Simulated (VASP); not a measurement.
Wanted: the native input for a VASP 6.6.1 run.

```
Task                   : single point
Functional             : LDA
Potentials or basis    : VASP PAW LDA potentials, release 64 (Cd, Te)
Cutoff                 : 520 eV
k mesh                 : 6 × 6 × 6
Occupations            : gaussian, width 0.01 eV
Spin                   : no spin polarisation
Dipole correction      : no
Further INCAR settings : ALGO = Normal; EDIFF = 1e-06; NBANDS = 16
```

The structure of CdTe lies in POSCAR:

```
CdTe
1.0
    3.2691000000      3.2691000000      0.0000000000
   -3.2691000000      3.2691000000      0.0000000000
    0.0000000000      3.2691000000      3.1151976459
Cd Te
1 1
Direct
    0.0000000000      0.0000000000      0.0000000000
    0.7500000000      0.2500000000      0.5000000000
```

This cell differs from its parent crystal: in-plane strain +0.02, then relaxed in part.

These files were run (other wordings do the same):

INCAR

```
SYSTEM = CdTe
PREC     = Accurate       ! precision mode
ENCUT    = 520            ! plane-wave cutoff, eV
EDIFF    = 1E-6           ! SCF threshold, eV
ISMEAR   = 0              ! smearing method
SIGMA    = 0.01           ! smearing width, eV
LREAL    = .FALSE.        ! projectors in reciprocal space
LASPH    = .TRUE.         ! aspherical terms in the spheres
NELM     = 100            ! most SCF steps
ALGO     = Normal         ! electronic algorithm
ISIF     = 2              ! what is computed and relaxed
LWAVE    = .FALSE.        ! write WAVECAR
LCHARG   = .FALSE.        ! write CHGCAR
GGA      = CA             ! functional
NBANDS   = 16             ! bands
```

KPOINTS

```
Automatic mesh
0
G
  6 6 6
  0 0 0
```

Potentials or basis: VASP PAW LDA potentials, release 64 (Cd, Te).

Run with:

```bash
$ cat potpaw_LDA.64/Cd/POTCAR potpaw_LDA.64/Te/POTCAR > POTCAR
$ mpirun -np 1 vasp_std > vasp.out
```

It gave:

```yaml
Pressure: -0.3 GPa
Band_gap_on_the_k_mesh: 0.51 eV, direct
```

Caveat: the cell differs from its parent crystal (in-plane strain +0.02, then relaxed in part); spin-orbit coupling is left out, which moves the levels of the heavy elements.

Wall time 40 s on 1 thread of Intel(R) Xeon(R) Platinum 8375C CPU @ 2.90GHz (Ice Lake) (shared host), peak memory 0.18 GiB.
